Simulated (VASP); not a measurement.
Wanted: the native input for a VASP 6.6.1 run.

```yaml
Task: single point
Functional: PBE
Dispersion: D3(BJ)
Potentials_or_basis: VASP PAW PBE potentials, release 64 (N, H, Si, F)
Cutoff: 520 eV
k_mesh: 1 × 1 × 1
Occupations: fermi-dirac, width 0.02 eV
Spin: no spin polarisation
Dipole_correction: no
Further_INCAR_settings: ALGO = Normal; EDIFF = 1e-06; NBANDS = 79
```

The structure of SiH3NF4 lies in POSCAR:

```
SiH3NF4
1.0
    6.2016870000     -0.0023270000      0.0624330000
   -0.0023270000      6.1214800000     -0.0326660000
    0.0624330000     -0.0326660000      5.9559180000
N H Si F
3 9 3 12
Direct
    0.8598140124      0.2627354262      0.7049797776
    0.5668956758      0.1609655737      0.4110810632
    0.4001611753      0.7272473925     -0.1102310340
    0.7382561101      0.1873928228      0.5878740826
    0.8071439353      0.4150522077      0.7241647179
    0.9831905579      0.2783233570      0.5927563433
    0.5676049142      0.2947587273      0.3103789056
    0.5622267237      0.0207315768      0.3122399799
    0.4191818325      0.1525208788      0.4952572328
    0.4960021840      0.8533190006     -0.0667054828
    0.2450367351      0.7842732758     -0.1027682563
    0.4294950856      0.6130173346      0.0053241427
    0.9033554142      0.6985535886      0.2626496475
    0.3912569273      0.6204932225      0.5732687535
   -0.0013681493      0.2073775930     -0.0501753694
    0.9863564273      0.4957295975      0.3888925791
    1.0862097703      0.8087300787      0.1193103468
    0.6894027777      0.6498106964      0.1193577938
    0.8594177064      0.8774603118      0.4517199688
    0.6466342702      0.5886349589      0.5789631476
    0.3029513769      0.8570199691      0.5058970340
    0.3852695947      0.5376323160      0.3064026000
    0.2733354070      0.4065962820      0.6776145549
    0.0043054196      0.4755198293     -0.0191297915
   -0.2356111400      0.0852477826      0.0333944514
    0.1626825312      0.0405299142     -0.1859885929
    0.1232479114      0.1779451422      0.1837026667
```

One way to write it, as run:

INCAR

```
SYSTEM = SiH3NF4
PREC     = Accurate       ! precision mode
ENCUT    = 520            ! plane-wave cutoff, eV
EDIFF    = 1E-6           ! SCF threshold, eV
ISMEAR   = -1             ! smearing method
SIGMA    = 0.02           ! smearing width, eV
LREAL    = .FALSE.        ! projectors in reciprocal space
LASPH    = .TRUE.         ! aspherical terms in the spheres
NELM     = 120            ! most SCF steps
ALGO     = Normal         ! electronic algorithm
ISIF     = 2              ! what is computed and relaxed
LWAVE    = .FALSE.        ! write WAVECAR
LCHARG   = .FALSE.        ! write CHGCAR
GGA      = PE             ! functional
IVDW     = 12             ! dispersion correction
NBANDS   = 79             ! bands
GGA_COMPAT= .FALSE.
```

KPOINTS

```
Automatic mesh
0
G
  1 1 1
  0 0 0
```

Potentials or basis: VASP PAW PBE potentials, release 64 (N, H, Si, F).

Run with:

```bash
$ cat potpaw_PBE.64/N/POTCAR potpaw_PBE.64/H/POTCAR potpaw_PBE.64/Si/POTCAR potpaw_PBE.64/F/POTCAR > POTCAR
$ mpirun -np 1 vasp_gam > vasp.out
```

Results of the run:

```
Pressure                   : 15.3 GPa
Largest force              : 2.724 eV/Å
Dispersion energy per atom : -0.083 eV
```

Caveat: the k points lie up to 1.06 Å⁻¹ apart; the atoms stand as in a frame of molecular dynamics.

Run time: 50 s on 1 thread of Intel Xeon 8259CL, on a shared host, peak memory 0.32 GiB.
